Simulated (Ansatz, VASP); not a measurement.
## BaPdF3: VASP beside Ansatz

```
Ba Pd F
1.0
     5.31405    0.00000    0.00000
    -2.65703    4.60210    0.00000
     0.00000    0.00000    7.23956
Ba Pd F
2 2 6
Direct
  0.00000 0.00000 0.00000
  0.00000 0.00000 0.50000
  0.33333 0.66667 0.75000
  0.66667 0.33333 0.25000
  0.00000 0.50000 0.50000
  0.50000 0.50000 0.50000
  0.50000 0.00000 0.50000
  0.00000 0.50000 0.00000
  0.50000 0.50000 0.00000
  0.50000 0.00000 0.00000
```

Alike in both runs: functional PBE; k mesh 12 × 12 × 6; occupations gaussian, width 0.1 eV; no spin polarisation.

Ansatz relaxed the structure, and its values are those at the end. VASP's run is a single point on that final structure, the one shown.

|  | VASP | Ansatz |
| --- | --- | --- |
| version | VASP 6.6.1 | Ansatz 0.2.0 |
| potentials or method | VASP PAW PBE potentials, release 64 (Ba_sv, Pd, F), cutoff 520 eV | scalar-relativistic, plane waves, PAW |
| valence electrons in the cell | 82 | 98 |

```tsv
	VASP	Ansatz	Ansatz less VASP
gap on the k mesh at the Fermi level (eV)	none	none	-
pressure (GPa)	0.7	0.0	-0.75
```

A gap of «none» marks a metal or a gap that the smearing closes. With one functional, cell and mesh, what is left measures potentials, basis and numerics. VASP's potentials hold 82 valence electrons a cell and Ansatz's 98, so a difference there can come from the potentials and not from the codes.

Neither program's run includes spin-orbit coupling.
